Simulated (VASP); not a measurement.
Input of a VASP 6.6.1 run:

The input INCAR:

```
SYSTEM = GaN
PREC = Accurate
ENCUT = 520
EDIFF = 1E-7
ISMEAR = 0
SIGMA = 0.026000000000000002
LREAL = .FALSE.
LASPH = .TRUE.
NELM = 80
ALGO = Normal
ISIF = 2
LWAVE = .FALSE.
LCHARG = .FALSE.
GGA = PE
NBANDS = 16
```

File KPOINTS:

```
Automatic mesh
0
G
  10 10 10
  0 0 0
```

The input POSCAR:

```
GaN
1.0
    0.0000000000      2.2535006075      2.2535006075
    2.2535006075      0.0000000000      2.2535006075
    2.2535006075      2.2535006075      0.0000000000
Ga N
1 1
Direct
    0.0000000000      0.0000000000      0.0000000000
    0.2500000000      0.2500000000      0.2500000000
```

Potentials or basis: VASP PAW PBE potentials, release 64 (Ga_d, N).

Launch:

```console
$ cat potpaw_PBE.64/Ga_d/POTCAR potpaw_PBE.64/N/POTCAR > POTCAR
$ mpirun -np 1 vasp_std > vasp.out
```

**Question.** Predict the band gap on the k mesh.

**Answer.** 1.72 eV, direct.

**Question.** Predict the pressure.

**Answer.** 5.1 GPa.
